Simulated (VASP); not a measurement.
Wanted: the native input for a VASP 6.6.1 run.

| Quantity | Value |
| --- | --- |
| Task | single point |
| Functional | LDA |
| Potentials or basis | VASP PAW LDA potentials, release 64 (Ga_d) |
| Cutoff | 520 eV |
| k mesh | 13 × 13 × 13 |
| Occupations | fermi-dirac, width 0.05 eV |
| Spin | no spin polarisation |
| Dipole correction | no |
| Further INCAR settings | ALGO = Normal; EDIFF = 1e-06; NBANDS = 12 |

The structure of Ga lies in POSCAR:

```
Ga
1.0
   -1.3561377546      1.3561377546      2.2640427644
    1.3561377546     -1.3561377546      2.2640427644
    1.3561377546      1.3561377546     -2.2640427644
Ga
1
Direct
    0.0000000000      0.0000000000      0.0000000000
```

The input as run:

INCAR

```
ALGO = Normal ; EDIFF = 1E-6
ENCUT = 520 ; ISIF = 2
ISMEAR = -1 ; LASPH = True
LCHARG = False ; LREAL = False
LWAVE = False ; NBANDS = 12
NELM = 100 ; PREC = Accurate
SIGMA = 0.05
```

KPOINTS

```
k-points
0
Gamma
  13 13 13
```

Potentials or basis: VASP PAW LDA potentials, release 64 (Ga_d).

Launch:

```sh
$ cat potpaw_LDA.64/Ga_d/POTCAR > POTCAR
$ mpirun -np 1 vasp_std > vasp.out
```

Results of the run:

```yaml
Pressure: 1.7 GPa
```

It took 9.5 s on 1 thread of Intel(R) Xeon(R) 6975P-C (Granite Rapids) (shared host), peak memory 0.15 GiB.
